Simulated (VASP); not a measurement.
AlNi: single point with PBEsol

Crystal: AlNi.

```
Ni Al
1.0
     1.93869   -1.95319    0.00000
     1.93869    1.95319    0.00000
     0.00000    0.00000    3.09943
Ni Al
1 1
Direct
  0.50000 0.50000 0.50000
  0.00000 0.00000 0.00000
```

- Program: VASP 6.6.1
- Task: single point
- Functional: PBEsol
- Potentials or basis: VASP PAW PBE potentials, release 64 (Ni_sv_GW, Al)
- Cutoff: 690 eV
- k mesh: 8 × 8 × 7
- Occupations: fermi-dirac, width 0.05 eV
- Spin: collinear spin, ferromagnetic start
- Starting moments: [0.5, 0.0] μB
- Fixed moment: 0.5 μB

| Item | Value |
| --- | --- |
| Pressure | 0.8 GPa |
| Net moment | 0.50 μB per cell |
| Site moments | Ni +0.38; Al +0.03 μB |
| Valence electrons inside the program's atomic spheres | Ni 16.45; Al 0.81 |

Stress tensor (GPa, compression positive):
```
 3.37  0.00  0.00
 0.00  1.78  0.00
 0.00  0.00 -2.75
```

Wall time 42 s on 1 thread of Intel(R) Xeon(R) 6975P-C (Granite Rapids) (shared host), peak memory 0.25 GiB.

Caveat: the stress differs along the axes, from -3 to 3 GPa; the PAW data sets were made with another functional, which shifts forces and pressure a little; the total moment is fixed, so each spin has its own Fermi level and the state may be an excited one.
